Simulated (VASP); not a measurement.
# Nb in VASP: further runs

Nb is run at these levels: PBEsol; tasks: single point.

Program: VASP 6.6.1. These are calculated values, not measurements. Logs are shortened: lines on timing, memory, paths and dates and some standing lists are left out, and cuts for length are marked.

### Step 1. The cell of the first run

The cell holds a slab with vacuum, 5 atoms: a = 2.835 Å, b = 2.835 Å, c = 25.259 Å, α = 90.00°, β = 90.00°, γ = 109.47°.

### Step 2. Single point, PBEsol

Contents of INCAR:

```
PREC = Accurate ; ENCUT = 520
EDIFF = 1E-6 ; ISMEAR = -1
SIGMA = 0.1 ; LREAL = False
LASPH = True ; NELM = 60
ALGO = Normal ; ISIF = 2
LWAVE = False ; LCHARG = False
GGA = PS ; NBANDS = 40
```

Contents of KPOINTS:

```
regular mesh
0
Gamma
  12 12 1
```

Contents of POSCAR:

```
Nb
1.0
    2.8349627735      0.0000000000      0.0000000000
   -0.9449875912      2.6728285354      0.0000000000
    0.0000000000      0.0000000000     25.2589000000
Nb
5
Direct
    0.0000000000      0.0000000000      0.3202464692
    0.5000000000      0.5000000000      0.4082178150
    0.0000000000      0.0000000000      0.5000000007
    0.5000000000      0.5000000000      0.5917821840
    0.0000000000      0.0000000000      0.6797535311
```

Potentials or basis: VASP PAW PBE potentials, release 64 (Nb_sv).

Started as:

```sh
> cat potpaw_PBE.64/Nb_sv/POTCAR > POTCAR
> mpirun -np 1 vasp_std > vasp.out
```

OUTCAR:

```text
PREC = Accurate
   ENCUT = 520
   EDIFF = 1E-6
   ISMEAR = -1
   LREAL = False
   LASPH = True
   NELM = 60
   ISIF = 2
   GGA = PS

 ion  position               nearest neighbor table
   1  0.000  0.000  0.320-   2 2.76   2 2.76
   2  0.500  0.500  0.408-   1 2.76   1 2.76   3 2.84   3 2.84
   3  0.000  0.000  0.500-   4 2.84   4 2.84   2 2.84   2 2.84
   4  0.500  0.500  0.592-   5 2.76   5 2.76   3 2.84   3 2.84
   5  0.000  0.000  0.680-   4 2.76   4 2.76

  LATTYP: Found a base centered orthorhombic cell.
 ALAT       =     3.2735330408
 B/A-ratio  =     1.4142135624
 C/A-ratio  =     7.7160974656

  Lattice vectors:

 A1 = (   2.8349627735,   0.0000000000,   0.0000000000)
 A2 = (  -0.9449875912,   2.6728285354,   0.0000000000)
 A3 = (   0.0000000000,   0.0000000000,  25.2589000000)

Analysis of symmetry for initial positions (statically):
=====================================================================
 Subroutine PRICEL returns:
 Original cell was already a primitive cell.

 Routine SETGRP: Setting up the symmetry group for a
 base centered orthorhombic supercell.

 Subroutine GETGRP returns: Found  8 space group operations
 (whereof  8 operations were pure point group operations)
 out of a pool of  8 trial point group operations.

The static configuration has the point symmetry D_2h.

Analysis of symmetry for dynamics (positions and initial velocities):
=====================================================================
 Subroutine PRICEL returns:
 Original cell was already a primitive cell.

 Routine SETGRP: Setting up the symmetry group for a
 base centered orthorhombic supercell.

 Subroutine GETGRP returns: Found  8 space group operations
 (whereof  8 operations were pure point group operations)
 out of a pool of  8 trial point group operations.

The dynamic configuration has the point symmetry D_2h.

 Subroutine INISYM returns: Found  8 space group operations
 (whereof  8 operations are pure point group operations),
 and found     1 'primitive' translations

----------------------------------------------------------------------------------------

                                     Primitive cell

  volume of cell :     191.3960

[... 92 lines left out ...]
   ENCUT  =  520.0 eV  38.22 Ry    6.18 a.u.   5.27  5.27 46.96*2*pi/ulx,y,z
   NELM   =     60;   NELMIN=  2; NELMDL= -5     # of ELM steps
   EDIFF  = 0.1E-05   stopping-criterion for ELM
   LREAL  =      F    real-space projection
   EDIFFG = 0.1E-04   stopping-criterion for IOM
   NSW    =      0    number of steps for IOM
   IBRION =     -1    ionic relax: 0-MD 1-quasi-New 2-CG
   NFREE  =      0    steps in history (QN), initial steepest desc. (CG)
   ISIF   =      2    stress and relaxation
   ISYM   =      2    0-nonsym 1-usesym 2-fastsym
   POTIM  = 0.5000    time-step for ionic-motion
   TEBEG  =    0.0;   TEEND  =   0.0 temperature during run
   PSTRESS=    0.0 pullay stress
   NELECT =      65.0000    total number of electrons
   NUPDOWN=      -1.0000    fix difference up-down
   EMIN   =  10.00;   EMAX   =-10.00  energy-range for DOS
   EFERMI =   0.00;   METHOD = LEGACY
   ISMEAR =    -1;   SIGMA  =   0.10  broadening in eV -4-tet -1-fermi 0-gaus
   EFERMI_NEDOS =   21; number of points for ismear=-14 and -15
   IALGO  =     38    algorithm
   IMIX   =      4    mixing-type and parameters
     AMIX     =   0.40;   BMIX     =  1.00
     AMIX_MAG =   1.60;   BMIX_MAG =  1.00
  volume/ion in A,a.u.               =      38.28       258.32
  Fermi-wavevector in a.u.,A,eV,Ry     =   1.142181  2.158409 17.749858  1.304578
  Thomas-Fermi vector in A             =   2.278880
   LORBIT       =      0    0 simple, 1 ext, 2 COOP (PROOUT), +10 PAW based schemes
   GGA     = PS    functional components
   LHFCALC =     F    Hartree Fock is set to
   AEXX    =    0.0000 exact exchange contribution
   IVDW    =     0    specifies the selected vdW correction
   LEPSILON=     F    determine dielectric tensor
   LRPA    =     F    only Hartree local field effects (RPA)
 non-spin polarized calculation
  energy-cutoff  :      520.00
  volume of cell :      191.40
 maximum number of plane-waves:      5198
 NGX is ok and might be reduce to    24
   NGX = 11   NGY = 11   NGZ = 93

 number of electron      65.0000008 magnetization

 Free energy of the ion-electron system (eV)
  ---------------------------------------------------
  ext. energy  EPLUGINS =         0.00000000
  ---------------------------------------------------
  free energy    TOTEN  =       -52.69428778 eV

  energy without entropy =      -52.47883555  energy(sigma->0) =      -52.58656166

 E-fermi :   2.9027     XC(G=0):  -6.6514

 val. band max:        2.9008009665   @ k =  -0.3333   0.1667   0.0000
 cond. band min:       2.9080736530   @ k =  -0.1667   0.1667   0.0000
 fundamental gap:      0.0072726865
 Fermi energy:         2.9026693118

 k-point     1 :       0.0000    0.0000    0.0000
  band No.  band energies     occupation
      1     -51.5892      2.00000
      2     -51.5878      2.00000
      3     -51.3033      2.00000
      4     -51.2038      2.00000
      5     -51.1160      2.00000
      6     -28.1677      2.00000
[... 1021 lines left out ...]
     39       5.2649      0.00000
     40       5.9502      0.00000

 [... further k-points ...]

------------------------ aborting loop because EDIFF is reached ----------------------------------------

  FORCE on cell =-STRESS in cart. coord.  units (eV):
  Direction    XX          YY          ZZ          XY          YZ          ZX
  --------------------------------------------------------------------------------------
  -------------------------------------------------------------------------------------
  Total       -3.2089726     -2.9325705     -0.1631657      0.3908917      0.0000000      0.0000000
  in kB      -26.8623313    -24.5485670     -1.3658615      3.2721569      0.0000000      0.0000000
  external PRESSURE =     -17.5922533 kB  Pullay stress =       0.0000000 kB

 VOLUME and BASIS-vectors are now :
 -----------------------------------------------------------------------------
  energy-cutoff  :      520.00
  volume of cell :      191.40
      direct lattice vectors                 reciprocal lattice vectors
     2.834962774  0.000000000  0.000000000     0.352738318  0.124711828  0.000000000
    -0.944987591  2.672828535  0.000000000     0.000000000  0.374135485  0.000000000
     0.000000000  0.000000000 25.258900000     0.000000000  0.000000000  0.039590006

 POSITION                                       TOTAL-FORCE (eV/Angst)
 -----------------------------------------------------------------------------------
      0.00000      0.00000      8.08907         0.000000      0.000000      0.010159
      0.94499      1.33641     10.31113         0.000000      0.000000     -0.000727
      0.00000      0.00000     12.62945        -0.000000      0.000000      0.000000
      0.94499      1.33641     14.94777        -0.000000     -0.000000      0.000727
      0.00000      0.00000     17.16983        -0.000000      0.000000     -0.010159
 -----------------------------------------------------------------------------------
    total drift:                                0.000000     -0.000000      0.000001

  FREE ENERGIE OF THE ION-ELECTRON SYSTEM (eV)
  ---------------------------------------------------
  free  energy   TOTEN  =       -52.6942877769 eV

  energy  without entropy=      -52.4788355488  energy(sigma->0) =      -52.58656166
```

stdout:

```text
POSCAR found type information on POSCAR Nb
 POSCAR found :  1 types and       5 ions
 scaLAPACK will be used
 -----------------------------------------------------------------------------
|                                                                             |
|                                                                             |
|     You enforced a specific xc type in the INCAR file but a different       |
|     I HOPE YOU KNOW WHAT YOU ARE DOING!                                     |
|                                                                             |
 -----------------------------------------------------------------------------

 LDA part: xc-table for (Slater+PW92), standard interpolation
 POSCAR, INCAR and KPOINTS ok, starting setup
 FFT: planning ... GRIDC
 FFT: planning ... GRID_SOFT
 FFT: planning ... GRID
 WAVECAR not read
 entering main loop
```

Wall time 7.9 min (1 thread of Intel Xeon Platinum 8375C at 2.90GHz (Ice Lake), shared host); peak memory 0.45 GiB.

Results:

```yaml
Free_energy: -52.6943 eV
Largest_force: 0.010 eV/Å
Band_gap_on_the_k_mesh: zero (an odd number of electrons rules out a gap without spin polarisation)
```

Forces on the atoms (eV/Å):
```
Nb   0.000  0.000  0.010
Nb   0.000  0.000 -0.001
Nb   0.000  0.000  0.000
Nb   0.000  0.000  0.001
Nb   0.000  0.000 -0.010
```

Caveat: the PAW data sets were made with another functional, which shifts forces and pressure a little.

### Step 3. Single point, PBEsol

Contents of INCAR:

```
SYSTEM = Nb
  PREC = Accurate
  ENCUT = 520
  EDIFF = 1E-7
  ISMEAR = -1
  SIGMA = 0.1
  LREAL = .False.
  LASPH = .True.
  NELM = 100
  ALGO = Normal
  ISIF = 2
  LWAVE = .False.
  LCHARG = .False.
  LDIPOL = .True.
  IDIPOL = 3
  DIPOL = 0.5 0.5 0.500
  GGA = PS
  NBANDS = 40
```

Contents of KPOINTS:

```
regular mesh
0
Gamma
  12 12 1
  0 0 0
```

Contents of POSCAR:

```
Nb
1.0
    2.8349627735      0.0000000000      0.0000000000
   -0.9449875912      2.6728285354      0.0000000000
    0.0000000000      0.0000000000     25.2589000000
Nb
5
Direct
    0.0000000000      0.0000000000      0.3167190646
    0.5000000000      0.5000000000      0.4083595320
    0.0000000000      0.0000000000      0.5000000000
    0.5000000000      0.5000000000      0.5916404680
    0.0000000000      0.0000000000      0.6832809354
```

Potentials or basis: VASP PAW PBE potentials, release 64 (Nb_sv).

Started as:

```sh
> cat potpaw_PBE.64/Nb_sv/POTCAR > POTCAR
> mpirun -np 1 vasp_std > vasp.out
```

Run time: 7.5 min. Hardware: 1 thread of AMD EPYC 9R45 (Zen 5), shared host; peak memory 0.42 GiB.

The run converged. Its results:

* Free energy: -52.6543 eV
* Largest force: 0.403 eV/Å
* Band gap on the k mesh: zero (an odd number of electrons rules out a gap without spin polarisation)

Forces on the atoms (eV/Å):
```
Nb   0.000  0.000  0.403
Nb   0.000  0.000 -0.363
Nb   0.000  0.000  0.000
Nb   0.000  0.000  0.363
Nb   0.000  0.000 -0.403
```

Levels at points of the mesh, in eV from the Fermi level:
```tsv
k point	band 30	band 31	band 32	band 33	band 34	band 35
(0.00, 0.00, 0.00)	-0.38	-0.35	0.11	0.14	0.25	0.61
(0.50, 0.00, 0.00)	-1.50	-0.09	0.33	0.98	1.55	2.32
(0.50, 0.50, 0.00)	-0.57	-0.11	0.89	1.81	1.87	1.91
```

Caveat: the PAW data sets were made with another functional, which shifts forces and pressure a little.

### Step 4. Single point, PBEsol

Contents of INCAR:

```
PREC = Accurate ; ENCUT = 520
EDIFF = 1E-6 ; ISMEAR = -1
SIGMA = 0.1 ; LREAL = F
LASPH = T ; NELM = 100
ALGO = Normal ; ISIF = 2
LWAVE = F ; LCHARG = F
LDIPOL = T ; IDIPOL = 3
DIPOL = 0.5 0.5 0.500 ; GGA = PS
NBANDS = 40
```

Contents of KPOINTS:

```
Automatic mesh
0
Gamma
  12 12 1
```

POSCAR is that of step 3.

Started as:

```sh
> cat potpaw_PBE.64/Nb_sv/POTCAR > POTCAR
> mpirun -np 1 vasp_std > vasp.out
```

Wall time 6.6 min (1 thread of AMD EPYC 9R45 (Zen 5), shared host); peak memory 0.43 GiB.

The run converged. Its results:

```
Free energy            : -52.6543 eV
Largest force          : 0.403 eV/Å
Band gap on the k mesh : zero (an odd number of electrons rules out a gap without spin polarisation)
```

Forces in eV/Å, atoms in the order of the input:
```
Nb   0.000  0.000  0.403
Nb   0.000  0.000 -0.363
Nb   0.000  0.000  0.000
Nb   0.000  0.000  0.363
Nb   0.000  0.000 -0.403
```

Levels at points of the mesh, in eV from the Fermi level:
```csv
k point,band 30,band 31,band 32,band 33,band 34,band 35
"(0.00, 0.00, 0.00)",-0.38,-0.35,0.11,0.14,0.25,0.61
"(0.50, 0.00, 0.00)",-1.50,-0.09,0.33,0.98,1.55,2.32
"(0.50, 0.50, 0.00)",-0.57,-0.11,0.89,1.81,1.87,1.91
```

Caveat: the PAW data sets were made with another functional, which shifts forces and pressure a little.
